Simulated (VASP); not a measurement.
# TiB4 (Pmmm) in VASP: a series of runs

TiB4 is run at these levels: PBE; tasks: single point, relaxation of cell and atoms.

All numbers are computed with VASP 6.6.1; they aren't measurements. Logs are shortened: lines on timing, memory, paths and dates and some standing lists are left out, and cuts for length are marked.

## Step 1: The cell of the first run

It takes space group Pmmm (No. 47, orthorhombic). The conventional cell has a = 3.016 Å, b = 3.235 Å, c = 5.073 Å, α = 90.00°, β = 90.00°, γ = 90.00°. Ti (site symmetry mmm) has 12 B at 2.35 to 2.38 Å and 2 Ti at 3.02 Å within 3.1 Å. Within 2.3 Å of B (site symmetry mm2) lie 3 B at 1.72 to 1.77 Å. B (site symmetry mm2) has 3 B at 1.65 to 1.72 Å within 2.2 Å.

## Step 2: Single point, PBE

File INCAR:

```
ALGO = Normal
EDIFF = 1E-6
ENCUT = 520
GGA = PE
ISIF = 2
ISMEAR = 0
LASPH = T
LCHARG = F
LREAL = F
LWAVE = F
NBANDS = 20
NELM = 100
PREC = Accurate
SIGMA = 0.1
```

File KPOINTS:

```
k-points
0
Gamma
  6 4 4
```

File POSCAR:

```
TiB4
1.0
    3.0158757058      0.0000000000      0.0000000000
    0.0000000000      3.2351225828      0.0000000000
    0.0000000000      0.0000000000      5.0733740592
Ti B
1 4
Direct
    0.0000000000      0.5000000000      0.0000000000
    0.5000000000      0.0000000000      0.8260471711
    0.0000000000      0.0000000000      0.3369555177
    0.0000000000      0.0000000000      0.6630444823
    0.5000000000      0.0000000000      0.1739528289
```

Potentials or basis: VASP PAW PBE potentials, release 64 (Ti_sv, B).

On the command line:

```sh
$ cat potpaw_PBE.64/Ti_sv/POTCAR potpaw_PBE.64/B/POTCAR > POTCAR
$ mpirun -np 1 vasp_std > vasp.out
```

OUTCAR:

```text
EDIFF = 1E-6
   ENCUT = 520
   GGA = PE
   ISIF = 2
   ISMEAR = 0
   LASPH = T
   LREAL = F
   NELM = 100
   PREC = Accurate

 ion  position               nearest neighbor table
   1  0.000  0.500  0.000-   3 2.35   4 2.35   3 2.35   4 2.35   2 2.38   2 2.38   5 2.38   5 2.38
                             2 2.38   5 2.38   2 2.38   5 2.38
   2  0.500  0.000  0.826-   4 1.72   4 1.72   5 1.77   1 2.38   1 2.38   1 2.38   1 2.38
   3  0.000  0.000  0.337-   4 1.65   5 1.72   5 1.72   1 2.35   1 2.35
   4  0.000  0.000  0.663-   3 1.65   2 1.72   2 1.72   1 2.35   1 2.35
   5  0.500  0.000  0.174-   3 1.72   3 1.72   2 1.77   1 2.38   1 2.38   1 2.38   1 2.38

  LATTYP: Found a simple orthorhombic cell.
 ALAT       =     3.0158757058
 B/A-ratio  =     1.0726975838
 C/A-ratio  =     1.6822225297

  Lattice vectors:

 A1 = (   3.0158757058,   0.0000000000,   0.0000000000)
 A2 = (   0.0000000000,   3.2351225828,   0.0000000000)
 A3 = (   0.0000000000,   0.0000000000,   5.0733740592)

Analysis of symmetry for initial positions (statically):
=====================================================================
 Subroutine PRICEL returns:
 Original cell was already a primitive cell.

 Routine SETGRP: Setting up the symmetry group for a
 simple orthorhombic supercell.

 Subroutine GETGRP returns: Found  8 space group operations
 (whereof  8 operations were pure point group operations)
 out of a pool of  8 trial point group operations.

The static configuration has the point symmetry D_2h.

Analysis of symmetry for dynamics (positions and initial velocities):
=====================================================================
 Subroutine PRICEL returns:
 Original cell was already a primitive cell.

 Routine SETGRP: Setting up the symmetry group for a
 simple orthorhombic supercell.

 Subroutine GETGRP returns: Found  8 space group operations
 (whereof  8 operations were pure point group operations)
 out of a pool of  8 trial point group operations.

The dynamic configuration has the point symmetry D_2h.

 Subroutine INISYM returns: Found  8 space group operations
 (whereof  8 operations are pure point group operations),
 and found     1 'primitive' translations

----------------------------------------------------------------------------------------

                                     Primitive cell

  volume of cell :      49.4995

  direct lattice vectors                    reciprocal lattice vectors
     3.015875706  0.000000000  0.000000000     0.331578652  0.000000000  0.000000000
     0.000000000  3.235122583  0.000000000     0.000000000  0.309107298  0.000000000
     0.000000000  0.000000000  5.073374059     0.000000000  0.000000000  0.197107485

  length of vectors
     3.015875706  3.235122583  5.073374059     0.331578652  0.309107298  0.197107485

  position of ions in fractional coordinates (direct lattice)
     0.000000000  0.500000000  0.000000000
     0.500000000  0.000000000  0.826047171
     0.000000000  0.000000000  0.336955518
     0.000000000  0.000000000  0.663044482
     0.500000000  0.000000000  0.173952829

  ion indices of the primitive-cell ions
   primitive index   ion index
                 1           1
                 2           2
                 3           3
                 4           4
                 5           5

----------------------------------------------------------------------------------------

 KPOINTS: k-points

Automatic generation of k-mesh.
 Grid dimensions read from file:
 generate k-points for:    6    4    4

 Generating k-lattice:

  Cartesian coordinates                     Fractional coordinates (reciprocal lattice)
     0.055263109  0.000000000  0.000000000     0.166666667  0.000000000  0.000000000
     0.000000000  0.077276824  0.000000000     0.000000000  0.250000000  0.000000000
     0.000000000  0.000000000  0.049276871     0.000000000  0.000000000  0.250000000

  Length of vectors
     0.055263109  0.077276824  0.049276871

  Shift w.r.t. Gamma in fractional coordinates (k-lattice)
     0.000000000  0.000000000  0.000000000

 Subroutine IBZKPT returns following result:
 ===========================================

 Found     36 irreducible k-points:

 Following reciprocal coordinates:
            Coordinates               Weight
  0.000000  0.000000  0.000000      1.000000
  0.166667  0.000000  0.000000      2.000000
  0.333333  0.000000  0.000000      2.000000
  0.500000  0.000000  0.000000      1.000000
  0.000000  0.250000  0.000000      2.000000
  0.166667  0.250000  0.000000      4.000000
[... 16 lines left out ...]
  0.333333  0.500000  0.250000      4.000000
  0.500000  0.500000  0.250000      2.000000
 [... further k-points ...]
   k-points           NKPTS =     36   k-points in BZ     NKDIM =     36   number of bands    NBANDS=     20
   number of dos      NEDOS =    301   number of ions     NIONS =      5
   total plane-waves  NPLWV =  23040
   dimension x,y,z NGX =    24 NGY =   24 NGZ =   40
   dimension x,y,z NGXF=    48 NGYF=   48 NGZF=   80
   ions per type =               1   4
   NGX,Y,Z   is equivalent  to a cutoff of  13.23, 12.33, 13.11 a.u.
   NGXF,Y,Z  is equivalent  to a cutoff of  26.46, 24.67, 26.21 a.u.
 SYSTEM =  unknown system
   PREC   = accura    normal or accurate (medium, high low for compatibility)
   ISTART =      0    job   : 0-new  1-cont  2-samecut
   ICHARG =      2    charge: 1-file 2-atom 10-const
   ISPIN  =      1    spin polarized calculation?
   LNONCOLLINEAR =      F non collinear calculations
   LSORBIT =      F    spin-orbit coupling
   LASPH  =      T    aspherical Exc in radial PAW
   ENCUT  =  520.0 eV  38.22 Ry    6.18 a.u.   5.61  6.02  9.43*2*pi/ulx,y,z
   NELM   =    100;   NELMIN=  2; NELMDL= -5     # of ELM steps
   EDIFF  = 0.1E-05   stopping-criterion for ELM
   LREAL  =      F    real-space projection
[... 7 lines left out ...]
   TEBEG  =    0.0;   TEEND  =   0.0 temperature during run
   PSTRESS=    0.0 pullay stress
   NELECT =      24.0000    total number of electrons
   NUPDOWN=      -1.0000    fix difference up-down
   EMIN   =  10.00;   EMAX   =-10.00  energy-range for DOS
   EFERMI =   0.00;   METHOD = LEGACY
   ISMEAR =     0;   SIGMA  =   0.10  broadening in eV -4-tet -1-fermi 0-gaus
   EFERMI_NEDOS =   21; number of points for ismear=-14 and -15
   IALGO  =     38    algorithm
   IMIX   =      4    mixing-type and parameters
     AMIX     =   0.40;   BMIX     =  1.00
     AMIX_MAG =   1.60;   BMIX_MAG =  1.00
  volume/ion in A,a.u.               =       9.90        66.81
  Fermi-wavevector in a.u.,A,eV,Ry     =   1.286110  2.430396 22.505121  1.654080
  Thomas-Fermi vector in A             =   2.418204
   LORBIT       =      0    0 simple, 1 ext, 2 COOP (PROOUT), +10 PAW based schemes
   GGA     = PE    functional components
   LHFCALC =     F    Hartree Fock is set to
   AEXX    =    0.0000 exact exchange contribution
   IVDW    =     0    specifies the selected vdW correction
   LEPSILON=     F    determine dielectric tensor
   LRPA    =     F    only Hartree local field effects (RPA)
 non-spin polarized calculation
 Gauss-broadening in eV      SIGMA  =   0.10
  energy-cutoff  :      520.00
  volume of cell :       49.50
 maximum number of plane-waves:      1350
 NGX is ok and might be reduce to    24
   NGX = 11   NGY = 13   NGZ = 19

 number of electron      24.0000001 magnetization

 Free energy of the ion-electron system (eV)
  ---------------------------------------------------
  ext. energy  EPLUGINS =         0.00000000
  ---------------------------------------------------
  free energy    TOTEN  =       -35.06349048 eV

  energy without entropy =      -35.05125830  energy(sigma->0) =      -35.05737439

 E-fermi :   5.1289     XC(G=0): -11.1640

 val. band max:        5.0956981557   @ k =   0.0000   0.0000   0.2500
 cond. band min:       5.1390525029   @ k =   0.1667   0.2500   0.0000
 fundamental gap:      0.0433543472
 Fermi energy:         5.1289195994

 k-point     1 :       0.0000    0.0000    0.0000
  band No.  band energies     occupation
      1     -51.3611      2.00000
      2     -27.6819      2.00000
      3     -27.6445      2.00000
      4     -27.3935      2.00000
      5      -6.6021      2.00000
      6      -2.1965      2.00000
[... 12 lines left out ...]
     19      13.2494      0.00000
     20      13.3484      0.00000

 k-point     2 :       0.1667    0.0000    0.0000
  band No.  band energies     occupation
      1     -51.3542      2.00000
      2     -27.6734      2.00000
      3     -27.6369      2.00000
      4     -27.4643      2.00000
      5      -6.2208      2.00000
      6      -1.9423      2.00000
[... 12 lines left out ...]
     19      13.9561      0.00000
     20      14.3635      0.00000

 k-point     3 :       0.3333    0.0000    0.0000
  band No.  band energies     occupation
      1     -51.3404      2.00000
      2     -27.6563      2.00000
      3     -27.6218      2.00000
      4     -27.6036      2.00000
      5      -5.1253      2.00000
      6      -1.4073      2.00000
[... 12 lines left out ...]
     19      14.1853      0.00000
     20      14.6081      0.00000

 k-point     4 :       0.5000    0.0000    0.0000
  band No.  band energies     occupation
      1     -51.3335      2.00000
      2     -27.6722      2.00000
      3     -27.6477      2.00000
      4     -27.6142      2.00000
      5      -3.5976      2.00000
      6      -3.2243      2.00000
[... 12 lines left out ...]
     19      13.7788      0.00000
     20      14.1310      0.00000

 k-point     5 :       0.0000    0.2500    0.0000
  band No.  band energies     occupation
      1     -51.3543      2.00000
      2     -27.7713      2.00000
      3     -27.6332      2.00000
      4     -27.3847      2.00000
      5      -5.9290      2.00000
      6      -2.2378      2.00000
[... 12 lines left out ...]
     19      13.3259      0.00000
     20      14.3605      0.00000
[... 353 lines left out ...]
      6      -3.1679      2.00000
[... 12 lines left out ...]
     19      12.7482      0.00000
     20      14.6833      0.00000

 k-point    22 :       0.1667    0.5000    0.2500
  band No.  band energies     occupation
      1     -51.3408      2.00000
      2     -27.8478      2.00000
      3     -27.6147      2.00000
      4     -27.4440      2.00000
      5      -4.5479      2.00000
      6      -2.9144      2.00000
[... 12 lines left out ...]
     19      13.9411      0.00000
     20      14.5358      0.00000

 k-point    23 :       0.3333    0.5000    0.2500
  band No.  band energies     occupation
      1     -51.3272      2.00000
      2     -27.8247      2.00000
      3     -27.5994      2.00000
      4     -27.5783      2.00000
      5      -3.8938      2.00000
      6      -2.2201      2.00000
[... 12 lines left out ...]
     19      12.4671      0.00000
     20      14.1987      0.00000

 k-point    24 :       0.5000    0.5000    0.2500
  band No.  band energies     occupation
      1     -51.3204      2.00000
      2     -27.8132      2.00000
      3     -27.6445      2.00000
      4     -27.5917      2.00000
      5      -3.2596      2.00000
      6      -2.0403      2.00000
[... 12 lines left out ...]
     19      11.6467      0.00000
     20      14.5603      0.00000

 [... further k-points ...]
[... 5 lines left out ...]
  --------------------------------------------------------------------------------------
  -------------------------------------------------------------------------------------
  Total        0.0142676     -0.0195607      0.0810386     -0.0000000      0.0000000      0.0000000
  in kB        0.4618075     -0.6331309      2.6230183     -0.0000000      0.0000000      0.0000000
  external PRESSURE =       0.8172316 kB  Pullay stress =       0.0000000 kB

 VOLUME and BASIS-vectors are now :
 -----------------------------------------------------------------------------
  energy-cutoff  :      520.00
  volume of cell :       49.50
      direct lattice vectors                 reciprocal lattice vectors
     3.015875706  0.000000000  0.000000000     0.331578652  0.000000000  0.000000000
     0.000000000  3.235122583  0.000000000     0.000000000  0.309107298  0.000000000
     0.000000000  0.000000000  5.073374059     0.000000000  0.000000000  0.197107485

 POSITION                                       TOTAL-FORCE (eV/Angst)
 -----------------------------------------------------------------------------------
      0.00000      1.61756      0.00000         0.000000      0.000000      0.000000
      1.50794      0.00000      4.19085         0.000000      0.000000     -0.008857
      0.00000      0.00000      1.70950         0.000000      0.000000      0.003458
      0.00000      0.00000      3.36387         0.000000      0.000000     -0.003458
      1.50794      0.00000      0.88253        -0.000000      0.000000      0.008857
 -----------------------------------------------------------------------------------
    total drift:                                0.000000      0.000000      0.000000

  FREE ENERGIE OF THE ION-ELECTRON SYSTEM (eV)
  ---------------------------------------------------
  free  energy   TOTEN  =       -35.0634904828 eV

  energy  without entropy=      -35.0512582974  energy(sigma->0) =      -35.05737439
```

Run time: 26 s. Hardware: 1 thread of Intel Xeon Platinum 8375C at 2.90GHz (Ice Lake), shared host; peak memory 0.17 GiB.

What came out:

* Free energy: -35.0635 eV
* Pressure: 0.1 GPa
* Largest force: 0.009 eV/Å
* Band gap on the k mesh: zero (band 12 reaches 6.29 eV, above the bottom of band 13 at 3.76 eV)

Forces in eV/Å, atoms in the order of the input:
```
Ti   0.000  0.000  0.000
B    0.000  0.000 -0.009
B    0.000  0.000  0.003
B    0.000  0.000 -0.003
B    0.000  0.000  0.009
```

Caveat: the k points lie up to 0.49 Å⁻¹ apart.

## Step 3: Single point, PBE

This run uses another cell than the first one, of 10.20 Å³/atom, 1.031 times its volume.

File INCAR:

```
SYSTEM = TiB4
PREC = Accurate
ENCUT = 520
EDIFF = 1E-7
ISMEAR = 0
SIGMA = 0.1
LREAL = .FALSE.
LASPH = .TRUE.
NELM = 60
ALGO = Normal
ISIF = 2
LWAVE = .FALSE.
LCHARG = .TRUE.
GGA = PE
LELF = .TRUE.
LVHAR = .TRUE.
NBANDS = 20
```

File KPOINTS:

```
regular mesh
0
G
  6 4 4
  0 0 0
```

File POSCAR:

```
TiB4
1.0
    2.7145462100      0.0000000000      0.0000000000
    0.0000000000      3.9976724600      0.0000000000
    0.0000000000      0.0000000000      4.7017320000
Ti B
1 4
Direct
    0.0000000000      0.5000000000      0.0000000000
    0.5000000000      0.0000000000      0.8333333300
    0.0000000000      0.0000000000      0.3333333300
    0.0000000000      0.0000000000      0.6666666700
    0.5000000000      0.0000000000      0.1666666700
```

Potentials or basis: VASP PAW PBE potentials, release 64 (Ti_sv, B).

On the command line:

```sh
$ cat potpaw_PBE.64/Ti_sv/POTCAR potpaw_PBE.64/B/POTCAR > POTCAR
$ mpirun -np 1 vasp_std > vasp.out
```

Wall time 32 s (1 thread of Intel Xeon Platinum 8375C at 2.90GHz (Ice Lake), shared host); peak memory 0.18 GiB.

The run converged. Its results:

```yaml
Free_energy: -32.6724 eV
Pressure: 19.9 GPa
Largest_force: 0.542 eV/Å
Band_gap_on_the_k_mesh: zero (band 12 reaches 5.72 eV, above the bottom of band 13 at 4.04 eV)
```

Forces on the atoms (eV/Å):
```
Ti   0.000  0.000  0.000
B    0.000  0.000 -0.542
B    0.000  0.000 -0.092
B    0.000  0.000  0.092
B    0.000  0.000  0.542
```

Stress tensor (GPa, compression positive):
```
 50.72   0.00   0.00
  0.00 -32.17   0.00
  0.00   0.00  41.17
```

Levels at points of the mesh, in eV from the Fermi level:
```
           k point  band 10  band 11  band 12  band 13  band 14  band 15
(0.00, 0.00, 0.00)    -1.58    -1.22     0.52     1.31     2.10     2.40
(0.50, 0.00, 0.00)    -3.81    -3.18     0.00     0.70     0.81     1.46
(0.00, 0.50, 0.00)    -1.41    -0.82     0.06     2.03     2.04     2.06
(0.50, 0.50, 0.00)    -3.40    -1.74    -1.60    -1.06     1.19     2.27
(0.00, 0.00, 0.50)    -1.82    -1.40    -0.16     0.00     1.82     2.10
(0.50, 0.00, 0.50)    -1.21    -1.11    -0.96     0.11     1.18     3.59
(0.00, 0.50, 0.50)    -1.84    -0.94    -0.70     0.29     0.72     2.32
(0.50, 0.50, 0.50)    -1.47    -1.34    -1.20    -0.16     0.36     1.37
```

Caveat: the k points lie up to 0.39 Å⁻¹ apart.

[end of part 1 of 3]
